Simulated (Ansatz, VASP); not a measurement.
## Two plane-wave programs on LiHf2O2

```xyz
5
Lattice="3.4362 0.0000 0.0000 -1.7181 2.9758 0.0000 0.0000 0.0000 8.0916" Properties=species:S:1:pos:R:3 pbc="T T T"
Li    0.0000    0.0000    0.0000
Hf    1.7181    0.9919    2.5225
Hf    0.0000    1.9839    5.5691
O     0.0000    1.9839    3.2494
O     1.7181    0.9919    4.8422
```

Change from the starting cell: species swapped into the SrMg2Sb2 type (P-3m1, No. 164).

Alike in both runs: functional PBE; k mesh 12 × 12 × 6; occupations gaussian, width 0.1 eV; no spin polarisation.

Ansatz relaxed the structure, and its values are those at the end. VASP's run is a single point on that final structure, the one shown.

|  | VASP | Ansatz |
| --- | --- | --- |
| version | VASP 6.6.1 | Ansatz 0.2.0 |
| potentials or method | VASP PAW PBE potentials, release 64 (Li_sv, Hf_pv, O), cutoff 520 eV | scalar-relativistic, plane waves, PAW |
| valence electrons in the cell | 35 | 67 |

|  | VASP | Ansatz | Ansatz less VASP |
| --- | --- | --- | --- |
| gap on the k mesh at the Fermi level (eV) | none | none | - |
| rms of the force components (eV/Å) | 0.081 | 0.003 | -0.0784 |

A gap of «none» marks a metal or a gap that the smearing closes. VASP's potentials hold 35 valence electrons a cell and Ansatz's 67, so a difference there can come from the potentials and not from the codes.

Neither program's run includes spin-orbit coupling. Noted on VASP's run: the cutoff is short for stress, so the pressure is rough.
